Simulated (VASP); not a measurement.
Runs of VASP 6.6.1 on Sn. The structure is that of space group I4/mmm (No. 139), or close to it. The cells are those of the table. 

```tsv
cell	further INCAR settings	gap on the mesh (eV)	pressure (GPa)
a = 3.459 Å, angles 107.5, 107.5, 113.6°, 1 atom	ALGO = Fast; EDIFF = 1e-07; NBANDS = 13	none	(a)
a = 3.287 Å, angles 106.3, 106.3, 115.9°, 1 atom	ALGO = Fast; EDIFF = 1e-07; NBANDS = 13	none	-1.6
a = 3.328 Å, angles 107.4, 107.4, 113.7°, 1 atom	ALGO = Fast; EDIFF = 1e-07; NBANDS = 13	none	(b)
a = 3.240 Å, angles 111.7, 111.7, 105.1°, 1 atom	ALGO = Fast; EDIFF = 1e-06; NBANDS = 13	none	0.2
a = 3.371 Å, angles 111.6, 111.6, 105.3°, 1 atom	ALGO = Fast; EDIFF = 1e-07; NBANDS = 13	none	-5.0
```

Alike in all rows: task single point; level PBEsol; potentials or basis VASP PAW PBE potentials, release 64 (Sn_d); no spin polarisation; k mesh 18 × 18 × 18; cutoff (eV) 520; smearing gaussian 0.15 eV.

Question: Estimate the missing entries.

Answer: (a) -6.9; (b) -3.6.

Caveats: the PAW data sets were made with another functional, which shifts forces and pressure a little; spin-orbit coupling is left out, which moves the levels of the heavy elements.

A k mesh can miss the band edges, and the runs leave out spin-orbit coupling on Sn.

A gap of «none» marks levels without a gap at the run's occupations.
